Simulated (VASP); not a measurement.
# BP (F-43m) in VASP: notebook

The runs below take BP through single point, with BLYP+D4, PBE+D3(BJ).

Everything below comes from runs of VASP 6.6.1. Logs are shortened: lines on timing, memory, paths and dates and some standing lists are left out, and cuts for length are marked.

## Step 1: The cell of the first run

The structure is cubic, space group F-43m (No. 216). Conventional cell: a = 4.445 Å, b = 4.445 Å, c = 4.445 Å, α = 90.00°, β = 90.00°, γ = 90.00°. Within 2.6 Å of P (site symmetry -43m) lie 4 B at 1.92 Å. Within 2.6 Å of B (site symmetry -43m) lie 4 P at 1.92 Å.

## Step 2: Single point, BLYP+D4

Input file INCAR:

```
PREC = Accurate ; ENCUT = 520
EDIFF = 1E-6 ; ISMEAR = -1
SIGMA = 0.05 ; LREAL = False
LASPH = True ; NELM = 60
ALGO = Normal ; ISIF = 2
LWAVE = False ; LCHARG = False
GGA = B5 ; ALDAX = 1.0
AGGAX = 1.0 ; AGGAC = 1.0
ALDAC = 0.0 ; IVDW = 13
VDW_S6 = 1.0 ; VDW_S8 = 2.34076671
VDW_A1 = 0.44488865 ; VDW_A2 = 4.0933009
NBANDS = 11
```

Input file KPOINTS:

```
Automatic mesh
0
Gamma
  10 10 10
```

Input file POSCAR:

```
BP
1.0
    0.0000000000      2.2226808807      2.2226808807
    2.2226808807      0.0000000000      2.2226808807
    2.2226808807      2.2226808807      0.0000000000
P B
1 1
Direct
    0.7500000000      0.7500000000      0.7500000000
    0.0000000000      0.0000000000      0.0000000000
```

Potentials or basis: VASP PAW PBE potentials, release 64 (P, B).

The run is started by

```sh
$ cat potpaw_PBE.64/P/POTCAR potpaw_PBE.64/B/POTCAR > POTCAR
$ mpirun -np 1 vasp_std > vasp.out
```

OUTCAR:

```text
PREC = Accurate
   ENCUT = 520
   EDIFF = 1E-6
   ISMEAR = -1
   LREAL = False
   LASPH = True
   NELM = 60
   ISIF = 2
   GGA = B5
   IVDW = 13

 ion  position               nearest neighbor table
   1  0.750  0.750  0.750-   2 1.92   2 1.92   2 1.92   2 1.92
   2  0.000  0.000  0.000-   1 1.92   1 1.92   1 1.92   1 1.92

  LATTYP: Found a face centered cubic cell.
 ALAT       =     4.4453617614

  Lattice vectors:

 A1 = (   0.0000000000,   2.2226808807,   2.2226808807)
 A2 = (   2.2226808807,   0.0000000000,   2.2226808807)
 A3 = (   2.2226808807,   2.2226808807,   0.0000000000)

Analysis of symmetry for initial positions (statically):
=====================================================================
 Subroutine PRICEL returns:
 Original cell was already a primitive cell.

 Routine SETGRP: Setting up the symmetry group for a
 face centered cubic supercell.

 Subroutine GETGRP returns: Found 24 space group operations
 (whereof 24 operations were pure point group operations)
 out of a pool of 48 trial point group operations.

The static configuration has the point symmetry T_d .

Analysis of symmetry for dynamics (positions and initial velocities):
=====================================================================
 Subroutine PRICEL returns:
 Original cell was already a primitive cell.

 Routine SETGRP: Setting up the symmetry group for a
 face centered cubic supercell.

 Subroutine GETGRP returns: Found 24 space group operations
 (whereof 24 operations were pure point group operations)
 out of a pool of 48 trial point group operations.

The dynamic configuration has the point symmetry T_d .

 Subroutine INISYM returns: Found 24 space group operations
 (whereof 24 operations are pure point group operations),
 and found     1 'primitive' translations

----------------------------------------------------------------------------------------

                                     Primitive cell

  volume of cell :      21.9615

  direct lattice vectors                    reciprocal lattice vectors
     0.000000000  2.222680881  2.222680881    -0.224953570  0.224953570  0.224953570
     2.222680881  0.000000000  2.222680881     0.224953570 -0.224953570  0.224953570
     2.222680881  2.222680881  0.000000000     0.224953570  0.224953570 -0.224953570

  length of vectors
     3.143345446  3.143345446  3.143345446     0.389631013  0.389631013  0.389631013

  position of ions in fractional coordinates (direct lattice)
     0.750000000  0.750000000  0.750000000
     0.000000000  0.000000000  0.000000000

  ion indices of the primitive-cell ions
[... 84 lines left out ...]
   TEBEG  =    0.0;   TEEND  =   0.0 temperature during run
   PSTRESS=    0.0 pullay stress
   NELECT =       8.0000    total number of electrons
   NUPDOWN=      -1.0000    fix difference up-down
   EMIN   =  10.00;   EMAX   =-10.00  energy-range for DOS
   EFERMI =   0.00;   METHOD = LEGACY
   ISMEAR =    -1;   SIGMA  =   0.05  broadening in eV -4-tet -1-fermi 0-gaus
   EFERMI_NEDOS =   21; number of points for ismear=-14 and -15
   IALGO  =     38    algorithm
   IMIX   =      4    mixing-type and parameters
     AMIX     =   0.40;   BMIX     =  1.00
     AMIX_MAG =   1.60;   BMIX_MAG =  1.00
  volume/ion in A,a.u.               =      10.98        74.10
  Fermi-wavevector in a.u.,A,eV,Ry     =   1.169188  2.209445 18.599175  1.367001
  Thomas-Fermi vector in A             =   2.305664
   LORBIT       =      0    0 simple, 1 ext, 2 COOP (PROOUT), +10 PAW based schemes
   GGA     = B5    functional components
   LHFCALC =     F    Hartree Fock is set to
   AEXX    =    0.0000 exact exchange contribution
   IVDW    =    13    specifies the selected vdW correction
   LEPSILON=     F    determine dielectric tensor
   LRPA    =     F    only Hartree local field effects (RPA)
 non-spin polarized calculation
  energy-cutoff  :      520.00
  volume of cell :       21.96
 maximum number of plane-waves:       609
   NGX = 11   NGY = 11   NGZ = 11

 number of electron       8.0000000 magnetization

 Free energy of the ion-electron system (eV)
  ---------------------------------------------------
  ext. energy  EPLUGINS =         0.00000000
  ---------------------------------------------------
  free energy    TOTEN  =       -11.46285362 eV

  energy without entropy =      -11.46285362  energy(sigma->0) =      -11.46285362

 E-fermi :   9.2427     XC(G=0): -10.4800

 val. band max:        8.5283359793   @ k =   0.0000   0.0000   0.0000
 cond. band min:       9.9949242232   @ k =   0.4000   0.4000   0.0000
 fundamental gap:      1.4665882439
 Fermi energy:         9.2427126809

 k-point     1 :       0.0000    0.0000    0.0000
  band No.  band energies     occupation
      1      -7.3101      2.00000
      2       8.5283      2.00000
      3       8.5283      2.00000
      4       8.5283      2.00000
      5      12.2178      0.00000
      6      12.2178      0.00000
      7      12.2178      0.00000
      8      16.9756      0.00000
      9      20.9079      0.00000
     10      21.1060      0.00000
     11      21.1060      0.00000
[... 309 lines left out ...]
 k-point    24 :       0.4000    0.3000    0.0000
  band No.  band energies     occupation
      1      -4.2423      2.00000
      2       2.3245      2.00000
      3       4.3794      2.00000
      4       4.9189      2.00000
      5      10.5813      0.00000
      6      12.4614      0.00000
      7      18.5267      0.00000
      8      18.5707      0.00000
      9      23.3366      0.00000
     10      24.3875      0.00000
     11      26.6850      0.00000

 [... further k-points ...]

------------------------ aborting loop because EDIFF is reached ----------------------------------------

  DFT-D4 for vdW energy calculation

  Edisp (eV):   -1.47296

  FORCE on cell =-STRESS in cart. coord.  units (eV):
  Direction    XX          YY          ZZ          XY          YZ          ZX
  --------------------------------------------------------------------------------------
  -------------------------------------------------------------------------------------
  Total       0.89251     0.89251     0.89251     0.00000    -0.00000    -0.00000
  in kB      65.11224    65.11224    65.11224     0.00000    -0.00000    -0.00000
  external pressure =       65.11 kB  Pullay stress =        0.00 kB

 VOLUME and BASIS-vectors are now :
 -----------------------------------------------------------------------------
  energy-cutoff  :      520.00
  volume of cell :       21.96
      direct lattice vectors                 reciprocal lattice vectors
     0.000000000  2.222680881  2.222680881    -0.224953570  0.224953570  0.224953570
     2.222680881  0.000000000  2.222680881     0.224953570 -0.224953570  0.224953570
     2.222680881  2.222680881  0.000000000     0.224953570  0.224953570 -0.224953570

 POSITION                                       TOTAL-FORCE (eV/Angst)
 -----------------------------------------------------------------------------------
      3.33402      3.33402      3.33402         0.000000      0.000000      0.000000
      0.00000      0.00000      0.00000        -0.000000     -0.000000     -0.000000
 -----------------------------------------------------------------------------------
    total drift:                                0.000000      0.000000      0.000000

  FREE ENERGIE OF THE ION-ELECTRON SYSTEM (eV)
  ---------------------------------------------------
  free  energy   TOTEN  =       -12.9358088987 eV

  energy  without entropy=      -12.9358088925  energy(sigma->0) =      -12.93580890
```

Wall time 19 s (1 thread of AMD EPYC 7R43 (Zen 3), shared host); peak memory 0.1 GiB.

Results:

```
Free energy                : -12.9358 eV
Pressure                   : 6.5 GPa
Band gap on the k mesh     : 1.47 eV (least direct gap 3.69 eV)
Dispersion energy per atom : -0.736 eV
```

Caveat: the cell stands under pressure; the PAW data sets were made with another functional, which shifts forces and pressure a little.

## Step 3: Single point, BLYP+D4

This run uses another cell than the first one, of 11.21 Å³/atom.

Input file INCAR:

```
SYSTEM = BP
  PREC = Accurate
  ENCUT = 520
  EDIFF = 1E-7
  ISMEAR = -1
  SIGMA = 0.05
  LREAL = .False.
  LASPH = .True.
  NELM = 100
  ALGO = Normal
  ISIF = 2
  LWAVE = .False.
  LCHARG = .False.
  GGA = B5
  ALDAX = 1.0
  AGGAX = 1.0
  AGGAC = 1.0
  ALDAC = 0.0
  IVDW = 13
  VDW_S6 = 1.0
  VDW_S8 = 2.34076671
  VDW_A1 = 0.44488865
  VDW_A2 = 4.0933009
  NBANDS = 11
```

Input file KPOINTS:

```
regular mesh
0
Gamma
  10 10 10
  0 0 0
```

Input file POSCAR:

```
BP
1.0
    0.0000000000      2.2383340787      2.2383340787
    2.2383340787      0.0000000000      2.2383340787
    2.2383340787      2.2383340787      0.0000000000
P B
1 1
Direct
    0.7500000000      0.7500000000      0.7500000000
    0.0000000000      0.0000000000      0.0000000000
```

Potentials or basis: VASP PAW PBE potentials, release 64 (P, B).

The run is started by

```sh
$ cat potpaw_PBE.64/P/POTCAR potpaw_PBE.64/B/POTCAR > POTCAR
$ mpirun -np 1 vasp_std > vasp.out
```

It took 20 s on 1 thread of AMD EPYC 7R43 (Zen 3), shared host; peak memory 0.1 GiB.

The run converged. Its results:

```yaml
Free_energy: -12.9493 eV
Pressure: 2.6 GPa
Band_gap_on_the_k_mesh: 1.49 eV (least direct gap 3.65 eV)
Dispersion_energy_per_atom: -0.720 eV
```

Levels at points of the mesh, in eV from the valence-band top:
```tsv
k point	band 1	band 2	band 3	band 4	band 5	band 6	band 7	band 8
(0.00, 0.00, 0.00)	-15.65	0.00	0.00	0.00	3.65	3.65	3.65	8.11
(0.50, 0.00, 0.00)	-12.23	-9.12	-1.77	-1.77	4.21	4.98	4.98	10.63
(0.50, 0.50, 0.00)	-10.67	-8.64	-4.16	-4.16	1.58	1.95	12.58	12.58
```

Caveat: the PAW data sets were made with another functional, which shifts forces and pressure a little. A k mesh can miss the band edges.

## Step 4: Single point, PBE+D3(BJ)

This run uses another cell than the first one, of 11.45 Å³/atom.

Input file INCAR:

```
  PREC = Accurate
  ENCUT = 520
  EDIFF = 1E-7
  ISMEAR = -1
  SIGMA = 0.05
  LREAL = F
  LASPH = T
  NELM = 100
  ALGO = Normal
  ISIF = 2
  LWAVE = F
  LCHARG = F
  GGA = PE
  IVDW = 12
  NBANDS = 11
```

Input file KPOINTS:

```
regular mesh
0
Gamma
  10 10 10
```

Input file POSCAR:

```
BP
1.0
    0.0000000000      2.2537713532      2.2537713532
    2.2537713532      0.0000000000      2.2537713532
    2.2537713532      2.2537713532      0.0000000000
P B
1 1
Direct
    0.7500000000      0.7500000000      0.7500000000
    0.0000000000      0.0000000000      0.0000000000
```

Potentials or basis: VASP PAW PBE potentials, release 64 (P, B).

The run is started by

```sh
$ cat potpaw_PBE.64/P/POTCAR potpaw_PBE.64/B/POTCAR > POTCAR
$ mpirun -np 1 vasp_std > vasp.out
```

OUTCAR:

```text
PREC = Accurate
   ENCUT = 520
   EDIFF = 1E-7
   ISMEAR = -1
   LREAL = F
   LASPH = T
   NELM = 100
   ISIF = 2
   GGA = PE
   IVDW = 12
 IVDW          = 12

 ion  position               nearest neighbor table
   1  0.750  0.750  0.750-   2 1.95   2 1.95   2 1.95   2 1.95
   2  0.000  0.000  0.000-   1 1.95   1 1.95   1 1.95   1 1.95

  LATTYP: Found a face centered cubic cell.
 ALAT       =     4.5075427064

  Lattice vectors:

 A1 = (   0.0000000000,   2.2537713532,   2.2537713532)
[... 521 lines left out ...]
------------------------ aborting loop because EDIFF is reached ----------------------------------------

 Edisp (eV)   -0.66010

 E8    (eV) :    -0.2412

  FORCE on cell =-STRESS in cart. coord.  units (eV):
  Direction    XX          YY          ZZ          XY          YZ          ZX
  --------------------------------------------------------------------------------------
  -------------------------------------------------------------------------------------
  Total      -0.03661    -0.03661    -0.03661    -0.00000     0.00000    -0.00000
  in kB      -2.56184    -2.56184    -2.56184    -0.00000     0.00000    -0.00000
  external pressure =       -2.56 kB  Pullay stress =        0.00 kB

 VOLUME and BASIS-vectors are now :
 -----------------------------------------------------------------------------
  energy-cutoff  :      520.00
  volume of cell :       22.90
      direct lattice vectors                 reciprocal lattice vectors
     0.000000000  2.253771353  2.253771353    -0.221850366  0.221850366  0.221850366
     2.253771353  0.000000000  2.253771353     0.221850366 -0.221850366  0.221850366
     2.253771353  2.253771353  0.000000000     0.221850366  0.221850366 -0.221850366

 POSITION                                       TOTAL-FORCE (eV/Angst)
 -----------------------------------------------------------------------------------
      3.38066      3.38066      3.38066        -0.000000     -0.000000     -0.000000
      0.00000      0.00000      0.00000         0.000000      0.000000      0.000000
 -----------------------------------------------------------------------------------
    total drift:                               -0.000000     -0.000000     -0.000000

  FREE ENERGIE OF THE ION-ELECTRON SYSTEM (eV)
  ---------------------------------------------------
  free  energy   TOTEN  =       -13.5827770012 eV

  energy  without entropy=      -13.5827769352  energy(sigma->0) =      -13.58277697
```

OSZICAR:

```text
N       E                     dE             d eps       ncg     rms          rms(c)
DAV:   1     0.997700669119E+01    0.99770E+01   -0.40761E+03  1034   0.663E+02
DAV:   2    -0.130324533473E+02   -0.23009E+02   -0.22160E+02  1302   0.111E+02
DAV:   3    -0.136715076136E+02   -0.63905E+00   -0.63766E+00  1331   0.165E+01
DAV:   4    -0.136740118675E+02   -0.25043E-02   -0.25040E-02  1181   0.122E+00
DAV:   5    -0.136740254392E+02   -0.13572E-04   -0.13571E-04  1297   0.901E-02    0.742E+00
DAV:   6    -0.130273693072E+02    0.64666E+00   -0.14474E+00  1172   0.527E+00    0.400E+00
DAV:   7    -0.129301863717E+02    0.97183E-01   -0.25345E-01  1283   0.250E+00    0.136E+00
DAV:   8    -0.129221511547E+02    0.80352E-02   -0.27421E-02  1227   0.953E-01    0.200E-01
DAV:   9    -0.129224707998E+02   -0.31965E-03   -0.71065E-04  1207   0.182E-01    0.130E-01
DAV:  10    -0.129226653488E+02   -0.19455E-03   -0.24430E-04  1157   0.984E-02    0.287E-02
DAV:  11    -0.129226760006E+02   -0.10652E-04   -0.11606E-05  1321   0.225E-02    0.350E-02
DAV:  12    -0.129226769378E+02   -0.93722E-06   -0.46504E-06  1154   0.106E-02    0.153E-02
DAV:  13    -0.129226768138E+02    0.12406E-06   -0.13128E-07   972   0.235E-03    0.643E-03
DAV:  14    -0.129226768765E+02   -0.62716E-07   -0.47306E-08   598   0.122E-03
   1 F= -.13582777E+02 E0= -.13582777E+02  d E =-.659981E-07
```

Wall time 13 s (1 thread of AMD EPYC 7R43 (Zen 3), shared host); peak memory 0.11 GiB.

What came out:

| Quantity | Value |
| --- | --- |
| Free energy | -13.5828 eV |
| Pressure | -0.3 GPa |
| Band gap on the k mesh | 1.21 eV (least direct gap 3.43 eV) |
| Dispersion energy per atom | -0.330 eV |

A k mesh can miss the band edges. A hybrid or GW would open this gap; PBE tends to underestimate it.

## Step 5: Single point, PBE+D3(BJ)

This run uses another cell than the first one, of 11.68 Å³/atom.

Input file INCAR:

```
  PREC = Accurate
  ENCUT = 520
  EDIFF = 1E-7
  ISMEAR = -1
  SIGMA = 0.05
  LREAL = False
  LASPH = True
  NELM = 100
  ALGO = Normal
  ISIF = 2
  LWAVE = False
  LCHARG = False
  GGA = PE
  IVDW = 12
  NBANDS = 11
```

Input file KPOINTS:

```
Automatic mesh
0
Gamma
  10 10 10
```

Input file POSCAR:

```
BP
1.0
    0.0000000000      2.2690000000      2.2690000000
    2.2690000000      0.0000000000      2.2690000000
    2.2690000000      2.2690000000      0.0000000000
P B
1 1
Direct
    0.7500000000      0.7500000000      0.7500000000
    0.0000000000      0.0000000000      0.0000000000
```

The run is started by

```sh
$ cat potpaw_PBE.64/P/POTCAR potpaw_PBE.64/B/POTCAR > POTCAR
$ mpirun -np 1 vasp_std > vasp.out
```

Wall time 13 s (1 thread of AMD EPYC 7R43 (Zen 3), shared host); peak memory 0.11 GiB.

It converged, with:

```
Free energy                : -13.5773 eV
Pressure                   : -3.5 GPa
Band gap on the k mesh     : 1.24 eV (least direct gap 3.40 eV)
Dispersion energy per atom : -0.323 eV
```

Levels at points of the mesh, in eV from the valence-band top:
```csv
k point,band 1,band 2,band 3,band 4,band 5,band 6,band 7,band 8
"(0.00, 0.00, 0.00)",-15.46,0.00,0.00,0.00,3.40,3.40,3.40,7.37
"(0.50, 0.00, 0.00)",-12.14,-9.03,-1.76,-1.76,3.78,4.71,4.71,10.13
"(0.50, 0.50, 0.00)",-10.61,-8.58,-4.11,-4.11,1.33,1.66,12.12,12.12
```

Caveat: the cell stands under tension. A k mesh can miss the band edges.

## Step 6: The runs side by side

```csv
level,cell,gap on the mesh (eV),pressure (GPa)
BLYP+D4,"a = 3.143 Å, angles 60.0°, 2 atoms",1.47,6.5
BLYP+D4,"a = 3.165 Å, angles 60.0°, 2 atoms",1.49,2.6
PBE+D3(BJ),"a = 3.187 Å, angles 60.0°, 2 atoms",1.21,-0.3
PBE+D3(BJ),"a = 3.209 Å, angles 60.0°, 2 atoms",1.24,-3.5
```

Alike in all rows: task single point; potentials or basis VASP PAW PBE potentials, release 64 (P, B); no spin polarisation; k mesh 10 × 10 × 10; cutoff (eV) 520; smearing fermi-dirac 0.05 eV.

Caveats: the PAW data sets were made with another functional, which shifts forces and pressure a little (at least some runs); the cell stands under pressure (at least some runs); the cell stands under tension (at least some runs).

Total energies depend on the potentials used, so only differences within one code and one set of settings carry meaning.
